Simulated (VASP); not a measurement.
# Ga2As (P4/nmm) in VASP: a series of runs

The runs below take Ga2As through single point, relaxation of cell and atoms, with PBE.

All numbers are computed with VASP 6.6.1; they aren't measurements. Logs are shortened: lines on timing, memory, paths and dates and some standing lists are left out, and cuts for length are marked.

### 1 The cell of the first run

It takes space group P4/nmm (No. 129, tetragonal). The conventional cell has a = 4.079 Å, b = 4.079 Å, c = 6.223 Å, α = 90.00°, β = 90.00°, γ = 90.00°. Within 3.5 Å of Ga (site symmetry -4m2) lie 8 Ga at 2.64 to 2.88 Å and 4 As at 2.76 Å. Within 3.6 Å of Ga (site symmetry 4mm) lie 4 Ga at 2.64 Å and 6 As at 2.68 to 3.55 Å. As (site symmetry 4mm) has 10 Ga at 2.68 to 3.55 Å within 3.6 Å.

### 2 Single point, PBE

File INCAR:

```
PREC     = Accurate       # precision mode
ENCUT    = 520            # plane-wave cutoff, eV
EDIFF    = 1E-7           # SCF threshold, eV
ISMEAR   = 0              # smearing method
SIGMA    = 0.1            # smearing width, eV
LREAL    = False          # projectors in reciprocal space
LASPH    = True           # aspherical terms in the spheres
NELM     = 100            # most SCF steps
ALGO     = Normal         # electronic algorithm
ISIF     = 2              # what is computed and relaxed
LWAVE    = False          # write WAVECAR
LCHARG   = True           # write CHGCAR
GGA      = PE             # functional
LELF     = True           # ELF
LVHAR    = True         
NBANDS   = 40             # bands
```

File KPOINTS:

```
Automatic mesh
0
Gamma
  4 4 4
```

File POSCAR:

```
Ga2As
1.0
    4.0785038804      0.0000000000      0.0000000000
    0.0000000000      4.0785038804      0.0000000000
    0.0000000000      0.0000000000      6.2229877594
Ga As
4 2
Direct
    0.0000000000      0.0000000000      0.0000000000
    0.5000000000      0.5000000000      0.0000000000
    0.0000000000      0.5000000000      0.2700000000
    0.5000000000      0.0000000000      0.7300000000
    0.0000000000      0.5000000000      0.7000000000
    0.5000000000      0.0000000000      0.3000000000
```

Potentials or basis: VASP PAW PBE potentials, release 64 (Ga_d, As).

Launch:

```
> cat potpaw_PBE.64/Ga_d/POTCAR potpaw_PBE.64/As/POTCAR > POTCAR
> mpirun -np 1 vasp_std > vasp.out
```

OUTCAR:

```text
PREC = Accurate
   ENCUT = 520
   EDIFF = 1E-7
   ISMEAR = 0
   LREAL = False
   LASPH = True
   NELM = 100
   ISIF = 2
   GGA = PE

 ion  position               nearest neighbor table
   1  0.000  0.000  0.000-   3 2.64   4 2.64   3 2.64   4 2.64   5 2.76   5 2.76   6 2.76   6 2.76
                             2 2.88   2 2.88   2 2.88   2 2.88
   2  0.500  0.500  0.000-   3 2.64   4 2.64   4 2.64   3 2.64   5 2.76   6 2.76   6 2.76   5 2.76
                             1 2.88   1 2.88   1 2.88   1 2.88
   3  0.000  0.500  0.270-   1 2.64   2 2.64   1 2.64   2 2.64   5 2.68   6 2.89   6 2.89   6 2.89
                             6 2.89
   4  0.500  0.000  0.730-   1 2.64   2 2.64   2 2.64   1 2.64   6 2.68   5 2.89   5 2.89   5 2.89
                             5 2.89
   5  0.000  0.500  0.700-   3 2.68   2 2.76   1 2.76   1 2.76   2 2.76   4 2.89   4 2.89   4 2.89
                             4 2.89
   6  0.500  0.000  0.300-   4 2.68   2 2.76   1 2.76   2 2.76   1 2.76   3 2.89   3 2.89   3 2.89
                             3 2.89

  LATTYP: Found a simple tetragonal cell.
 ALAT       =     4.0785038804
 C/A-ratio  =     1.5258016032

  Lattice vectors:

 A1 = (   4.0785038804,   0.0000000000,   0.0000000000)
 A2 = (   0.0000000000,   4.0785038804,   0.0000000000)
 A3 = (   0.0000000000,   0.0000000000,   6.2229877594)

Analysis of symmetry for initial positions (statically):
=====================================================================
 Subroutine PRICEL returns:
 Original cell was already a primitive cell.

 Routine SETGRP: Setting up the symmetry group for a
 simple tetragonal supercell.

 Subroutine GETGRP returns: Found 16 space group operations
 (whereof  8 operations were pure point group operations)
 out of a pool of 16 trial point group operations.

The static configuration has the point symmetry D_2d.
 The point group associated with its full space group is D_4h.

Analysis of symmetry for dynamics (positions and initial velocities):
=====================================================================
 Subroutine PRICEL returns:
 Original cell was already a primitive cell.

 Routine SETGRP: Setting up the symmetry group for a
 simple tetragonal supercell.

 Subroutine GETGRP returns: Found 16 space group operations
 (whereof  8 operations were pure point group operations)
 out of a pool of 16 trial point group operations.

The dynamic configuration has the point symmetry D_2d.
 The point group associated with its full space group is D_4h.

 Subroutine INISYM returns: Found 16 space group operations
 (whereof  8 operations are pure point group operations),
 and found     1 'primitive' translations

----------------------------------------------------------------------------------------

                                     Primitive cell

  volume of cell :     103.5144

  direct lattice vectors                    reciprocal lattice vectors
     4.078503880  0.000000000  0.000000000     0.245187949  0.000000000  0.000000000
     0.000000000  4.078503880  0.000000000     0.000000000  0.245187949  0.000000000
     0.000000000  0.000000000  6.222987759     0.000000000  0.000000000  0.160694515

  length of vectors
     4.078503880  4.078503880  6.222987759     0.245187949  0.245187949  0.160694515

  position of ions in fractional coordinates (direct lattice)
     0.000000000  0.000000000  0.000000000
     0.500000000  0.500000000  0.000000000
     0.000000000  0.500000000  0.270000000
     0.500000000  0.000000000  0.730000000
     0.000000000  0.500000000  0.700000000
     0.500000000  0.000000000  0.300000000

  ion indices of the primitive-cell ions
   primitive index   ion index
                 1           1
                 2           2
                 3           3
                 4           4
                 5           5
                 6           6

----------------------------------------------------------------------------------------

 KPOINTS: Automatic mesh

Automatic generation of k-mesh.
 Grid dimensions read from file:
 generate k-points for:    4    4    4

 Generating k-lattice:

  Cartesian coordinates                     Fractional coordinates (reciprocal lattice)
     0.061296987  0.000000000  0.000000000     0.250000000  0.000000000  0.000000000
     0.000000000  0.061296987  0.000000000     0.000000000  0.250000000  0.000000000
     0.000000000  0.000000000  0.040173629     0.000000000  0.000000000  0.250000000

  Length of vectors
     0.061296987  0.061296987  0.040173629

  Shift w.r.t. Gamma in fractional coordinates (k-lattice)
     0.000000000  0.000000000  0.000000000

 Subroutine IBZKPT returns following result:
 ===========================================

 Found     18 irreducible k-points:

 Following reciprocal coordinates:
            Coordinates               Weight
  0.000000  0.000000  0.000000      1.000000
  0.250000  0.000000  0.000000      4.000000
  0.500000  0.000000  0.000000      2.000000
  0.250000  0.250000  0.000000      4.000000
  0.500000  0.250000  0.000000      4.000000
  0.500000  0.500000  0.000000      1.000000
[... 10 lines left out ...]
  0.500000  0.250000  0.500000      4.000000
  0.500000  0.500000  0.500000      1.000000
   k-points           NKPTS =     18   k-points in BZ     NKDIM =     18   number of bands    NBANDS=     40
   number of dos      NEDOS =    301   number of ions     NIONS =      6
   total plane-waves  NPLWV =  43200
   dimension x,y,z NGX =    30 NGY =   30 NGZ =   48
   dimension x,y,z NGXF=    60 NGYF=   60 NGZF=   96
   ions per type =               4   2
   NGX,Y,Z   is equivalent  to a cutoff of  12.23, 12.23, 12.82 a.u.
   NGXF,Y,Z  is equivalent  to a cutoff of  24.46, 24.46, 25.65 a.u.
 SYSTEM =  unknown system
   PREC   = accura    normal or accurate (medium, high low for compatibility)
   ISTART =      0    job   : 0-new  1-cont  2-samecut
   ICHARG =      2    charge: 1-file 2-atom 10-const
   ISPIN  =      1    spin polarized calculation?
   LNONCOLLINEAR =      F non collinear calculations
   LSORBIT =      F    spin-orbit coupling
   LASPH  =      T    aspherical Exc in radial PAW
   ENCUT  =  520.0 eV  38.22 Ry    6.18 a.u.   7.58  7.58 11.57*2*pi/ulx,y,z
   NELM   =    100;   NELMIN=  2; NELMDL= -5     # of ELM steps
   EDIFF  = 0.1E-06   stopping-criterion for ELM
   LREAL  =      F    real-space projection
   EDIFFG = 0.1E-05   stopping-criterion for IOM
   NSW    =      0    number of steps for IOM
   IBRION =     -1    ionic relax: 0-MD 1-quasi-New 2-CG
   NFREE  =      0    steps in history (QN), initial steepest desc. (CG)
   ISIF   =      2    stress and relaxation
   ISYM   =      2    0-nonsym 1-usesym 2-fastsym
   POTIM  = 0.5000    time-step for ionic-motion
   TEBEG  =    0.0;   TEEND  =   0.0 temperature during run
   PSTRESS=    0.0 pullay stress
   NELECT =      62.0000    total number of electrons
   NUPDOWN=      -1.0000    fix difference up-down
   EMIN   =  10.00;   EMAX   =-10.00  energy-range for DOS
   EFERMI =   0.00;   METHOD = LEGACY
   ISMEAR =     0;   SIGMA  =   0.10  broadening in eV -4-tet -1-fermi 0-gaus
   EFERMI_NEDOS =   21; number of points for ismear=-14 and -15
   IALGO  =     38    algorithm
   IMIX   =      4    mixing-type and parameters
     AMIX     =   0.40;   BMIX     =  1.00
     AMIX_MAG =   1.60;   BMIX_MAG =  1.00
  volume/ion in A,a.u.               =      17.25       116.42
  Fermi-wavevector in a.u.,A,eV,Ry     =   1.379977  2.607778 25.910069  1.904336
  Thomas-Fermi vector in A             =   2.504897
   LORBIT       =      0    0 simple, 1 ext, 2 COOP (PROOUT), +10 PAW based schemes
   GGA     = PE    functional components
   LHFCALC =     F    Hartree Fock is set to
   AEXX    =    0.0000 exact exchange contribution
   IVDW    =     0    specifies the selected vdW correction
   LEPSILON=     F    determine dielectric tensor
   LRPA    =     F    only Hartree local field effects (RPA)
 non-spin polarized calculation
 Gauss-broadening in eV      SIGMA  =   0.10
  energy-cutoff  :      520.00
  volume of cell :      103.51
 maximum number of plane-waves:      2816
   NGX = 15   NGY = 15   NGZ = 23

 number of electron      62.0000047 magnetization

 Free energy of the ion-electron system (eV)
  ---------------------------------------------------
  ext. energy  EPLUGINS =         0.00000000
  ---------------------------------------------------
  free energy    TOTEN  =       -19.24619716 eV

  energy without entropy =      -19.21923419  energy(sigma->0) =      -19.23271568

 E-fermi :   6.8045     XC(G=0): -11.2789

 val. band max:        6.7946462385   @ k =   0.2500   0.0000   0.0000
 cond. band min:       6.8237981740   @ k =   0.0000   0.0000   0.2500
 fundamental gap:      0.0291519356
 Fermi energy:         6.8044667792

 k-point     1 :       0.0000    0.0000    0.0000
  band No.  band energies     occupation
      1      -8.7436      2.00000
      2      -8.7038      2.00000
      3      -8.6629      2.00000
      4      -8.6629      2.00000
      5      -8.6101      2.00000
      6      -8.5002      2.00000
[... 32 lines left out ...]
     39      12.1367      0.00000
     40      13.5840      0.00000

 k-point     2 :       0.2500    0.0000    0.0000
  band No.  band energies     occupation
      1      -8.6877      2.00000
      2      -8.6571      2.00000
      3      -8.6383      2.00000
      4      -8.6379      2.00000
      5      -8.5660      2.00000
      6      -8.5348      2.00000
[... 32 lines left out ...]
     39      11.3162      0.00000
     40      11.7483      0.00000

 k-point     3 :       0.5000    0.0000    0.0000
  band No.  band energies     occupation
      1      -8.5997      2.00000
      2      -8.5997      2.00000
      3      -8.5710      2.00000
      4      -8.5710      2.00000
      5      -8.5570      2.00000
      6      -8.5570      2.00000
[... 32 lines left out ...]
     39      11.7787      0.00000
     40      11.7787      0.00000

 k-point     4 :       0.2500    0.2500    0.0000
  band No.  band energies     occupation
      1      -8.6756      2.00000
      2      -8.6624      2.00000
      3      -8.6383      2.00000
      4      -8.5897      2.00000
      5      -8.5412      2.00000
      6      -8.5394      2.00000
[... 32 lines left out ...]
     39      12.5771      0.00000
     40      13.1148      0.00000
[... 514 lines left out ...]
     39      12.8211      0.00000
     40      13.3013      0.00000

 k-point    17 :       0.5000    0.2500    0.5000
  band No.  band energies     occupation
      1      -8.6552      2.00000
      2      -8.6552      2.00000
      3      -8.5807      2.00000
      4      -8.5807      2.00000
      5      -8.5454      2.00000
      6      -8.5454      2.00000
[... 32 lines left out ...]
     39      11.9796      0.00000
     40      11.9796      0.00000

 k-point    18 :       0.5000    0.5000    0.5000
  band No.  band energies     occupation
      1      -8.6924      2.00000
      2      -8.6924      2.00000
      3      -8.6031      2.00000
      4      -8.6031      2.00000
      5      -8.5464      2.00000
      6      -8.5464      2.00000
[... 32 lines left out ...]
     39      14.4791      0.00000
     40      14.4791      0.00000

------------------------ aborting loop because EDIFF is reached ----------------------------------------

  FORCE on cell =-STRESS in cart. coord.  units (eV):
  Direction    XX          YY          ZZ          XY          YZ          ZX
  --------------------------------------------------------------------------------------
  -------------------------------------------------------------------------------------
  Total        8.0388626      8.0388626     10.6597682      0.0000000      0.0000000      0.0000000
  in kB      124.4240929    124.4240929    164.9900051      0.0000000      0.0000000      0.0000000
  external PRESSURE =     137.9460636 kB  Pullay stress =       0.0000000 kB

 VOLUME and BASIS-vectors are now :
 -----------------------------------------------------------------------------
  energy-cutoff  :      520.00
  volume of cell :      103.51
      direct lattice vectors                 reciprocal lattice vectors
     4.078503880  0.000000000  0.000000000     0.245187949  0.000000000  0.000000000
     0.000000000  4.078503880  0.000000000     0.000000000  0.245187949  0.000000000
     0.000000000  0.000000000  6.222987759     0.000000000  0.000000000  0.160694515

 POSITION                                       TOTAL-FORCE (eV/Angst)
 -----------------------------------------------------------------------------------
      0.00000      0.00000      0.00000         0.000000     -0.000000     -0.000000
      2.03925      2.03925      0.00000         0.000000      0.000000     -0.000000
      0.00000      2.03925      1.68021        -0.000000     -0.000000      1.748768
      2.03925      0.00000      4.54278         0.000000     -0.000000     -1.748768
      0.00000      2.03925      4.35609        -0.000000      0.000000     -1.493761
      2.03925      0.00000      1.86690         0.000000     -0.000000      1.493761
 -----------------------------------------------------------------------------------
    total drift:                                0.000000      0.000000      0.000000

  FREE ENERGIE OF THE ION-ELECTRON SYSTEM (eV)
  ---------------------------------------------------
  free  energy   TOTEN  =       -19.2461971620 eV

  energy  without entropy=      -19.2192341936  energy(sigma->0) =      -19.23271568
```

Run time: 56 s. Hardware: 1 thread of Intel Xeon 6975P-C (Granite Rapids), shared host; peak memory 0.22 GiB.

Results:

```
Free energy            : -19.2462 eV
Pressure               : 13.8 GPa
Largest force          : 1.749 eV/Å
Band gap on the k mesh : zero (bands 31 and 32 overlap by 2.70 eV)
```

Forces on the atoms (eV/Å):
```
Ga   0.000  0.000  0.000
Ga   0.000  0.000  0.000
Ga   0.000  0.000  1.749
Ga   0.000  0.000 -1.749
As   0.000  0.000 -1.494
As   0.000  0.000  1.494
```

Caveat: the k points lie up to 0.39 Å⁻¹ apart, too coarse for converged energies and pressures of a metal; forces of over 1 eV/Å act on the atoms, so gaps and moduli don't describe the material at rest.

### 3 Single point, PBE

This run uses another cell than the first one, of 19.83 Å³/atom.

File INCAR:

```
ALGO     = Fast           # electronic algorithm
EDIFF    = 1E-7           # SCF threshold, eV
ENCUT    = 520            # plane-wave cutoff, eV
GGA      = PE             # functional
ISIF     = 2              # what is computed and relaxed
ISMEAR   = 0              # smearing method
LASPH    = True           # aspherical terms in the spheres
LCHARG   = False          # write CHGCAR
LREAL    = False          # projectors in reciprocal space
LWAVE    = False          # write WAVECAR
NBANDS   = 40             # bands
NELM     = 80             # most SCF steps
PREC     = Accurate       # precision mode
SIGMA    = 0.1            # smearing width, eV
```

File KPOINTS:

```
k-points
0
Gamma
  4 4 4
```

File POSCAR:

```
Ga2As
1.0
    4.0374636003      0.0000000000      0.0000000000
    0.0000000000      4.0374636003      0.0000000000
    0.0000000000      0.0000000000      7.2974109716
Ga As
4 2
Direct
    0.0000000000      0.0000000000      0.0000000000
    0.5000000000      0.5000000000      0.0000000000
    0.0000000000      0.5000000000      0.3333064328
    0.5000000000      0.0000000000      0.6666935672
    0.0000000000      0.5000000000      0.6912820368
    0.5000000000      0.0000000000      0.3087179632
```

Potentials or basis: VASP PAW PBE potentials, release 64 (Ga_d, As).

Launch:

```
> cat potpaw_PBE.64/Ga_d/POTCAR potpaw_PBE.64/As/POTCAR > POTCAR
> mpirun -np 1 vasp_std > vasp.out
```

Wall time 66 s (1 thread of Intel Xeon 6975P-C (Granite Rapids), shared host); peak memory 0.24 GiB.

The run converged. Its results:

* Free energy: -20.7026 eV
* Pressure: 0.0 GPa
* Largest force: 0.009 eV/Å
* Band gap on the k mesh: zero (bands 31 and 32 overlap by 4.06 eV)

Forces in eV/Å, atoms in the order of the input:
```
Ga   0.000  0.000  0.000
Ga   0.000  0.000  0.000
Ga   0.000  0.000 -0.009
Ga   0.000  0.000  0.009
As   0.000  0.000  0.002
As   0.000  0.000 -0.002
```

Stress tensor (GPa, compression positive):
```
-0.12  0.00  0.00
 0.00 -0.12  0.00
 0.00  0.00  0.27
```

Levels at points of the mesh, in eV from the Fermi level:
| k point | band 28 | band 29 | band 30 | band 31 | band 32 | band 33 | band 34 | band 35 |
| --- | --- | --- | --- | --- | --- | --- | --- | --- |
| (0.00, 0.00, 0.00) | -0.89 | -0.79 | -0.79 | -0.64 | 0.40 | 1.20 | 1.20 | 1.48 |
| (0.50, 0.00, 0.00) | -0.58 | 0.33 | 0.33 | 0.95 | 0.95 | 1.83 | 1.83 | 2.54 |
| (0.50, 0.50, 0.00) | -3.79 | -3.59 | -3.59 | -2.53 | -2.53 | 2.81 | 2.81 | 4.64 |
| (0.00, 0.00, 0.50) | -2.04 | -1.85 | -1.85 | -0.86 | 1.03 | 2.16 | 2.16 | 2.63 |
| (0.50, 0.00, 0.50) | -2.39 | -0.46 | -0.46 | 1.53 | 1.53 | 1.73 | 1.73 | 1.76 |
| (0.50, 0.50, 0.50) | -4.76 | -1.25 | -1.25 | -0.82 | -0.82 | -0.80 | -0.80 | 2.30 |

Caveat: the k points lie up to 0.39 Å⁻¹ apart, too coarse for converged energies and pressures of a metal.

### 4 Single point, PBE

This run uses another cell than the first one, of 19.86 Å³/atom.

File INCAR:

```
ALGO = Fast ; EDIFF = 1E-7
ENCUT = 520 ; GGA = PE
ISIF = 2 ; ISMEAR = 0
LASPH = True ; LCHARG = False
LREAL = False ; LWAVE = False
NBANDS = 40 ; NELM = 60
PREC = Accurate ; SIGMA = 0.1
```

File KPOINTS:

```
k-points
0
Gamma
  6 6 4
```

File POSCAR:

```
Ga2As
1.0
    3.8478445909      0.0000000000      0.0000000000
    0.0000000000      3.8478445909      0.0000000000
    0.0000000000      0.0000000000      8.0462779261
Ga As
4 2
Direct
    0.0000000000      0.0000000000      0.0000000000
    0.5000000000      0.5000000000      0.0000000000
    0.0000000000      0.5000000000      0.3597961096
    0.5000000000      1.0000000000      0.6402038904
    1.0000000000      0.5000000000      0.6895647313
    0.5000000000      0.0000000000      0.3104352687
```

Launch:

```
> cat potpaw_PBE.64/Ga_d/POTCAR potpaw_PBE.64/As/POTCAR > POTCAR
> mpirun -np 1 vasp_std > vasp.out
```

It took 1.8 min on 1 thread of Intel Xeon 6975P-C (Granite Rapids), shared host; peak memory 0.28 GiB.

Results (log left out):

* Free energy: -20.7936 eV
* Pressure: 0.3 GPa
* Largest force: 0.069 eV/Å
* Band gap on the k mesh: zero (bands 31 and 32 overlap by 5.51 eV)

Forces on the atoms (eV/Å):
```
Ga   0.000  0.000  0.000
Ga   0.000  0.000  0.000
Ga   0.000  0.000  0.042
Ga   0.000  0.000 -0.042
As   0.000  0.000  0.069
As   0.000  0.000 -0.069
```

Stress tensor (GPa, compression positive):
```
-0.12  0.00  0.00
 0.00 -0.12  0.00
 0.00  0.00  1.03
```

Levels at points of the mesh, in eV from the Fermi level:
```csv
k point,band 28,band 29,band 30,band 31,band 32,band 33,band 34,band 35
"(0.00, 0.00, 0.00)",-1.90,-0.89,-0.89,-0.55,0.04,0.80,0.80,1.79
"(0.50, 0.00, 0.00)",-0.82,-0.21,-0.21,0.83,0.83,1.92,1.92,2.97
"(0.50, 0.50, 0.00)",-3.88,-3.78,-3.78,-3.46,-3.46,1.07,1.07,3.25
"(0.00, 0.00, 0.50)",-1.84,-1.48,-1.48,0.06,0.58,1.37,1.37,3.11
"(0.50, 0.00, 0.50)",-2.82,-0.16,-0.16,2.05,2.05,2.42,2.42,2.77
"(0.50, 0.50, 0.50)",-5.09,-2.27,-2.27,-2.15,-2.15,-1.06,-1.06,1.53
```

[end of part 1 of 2]
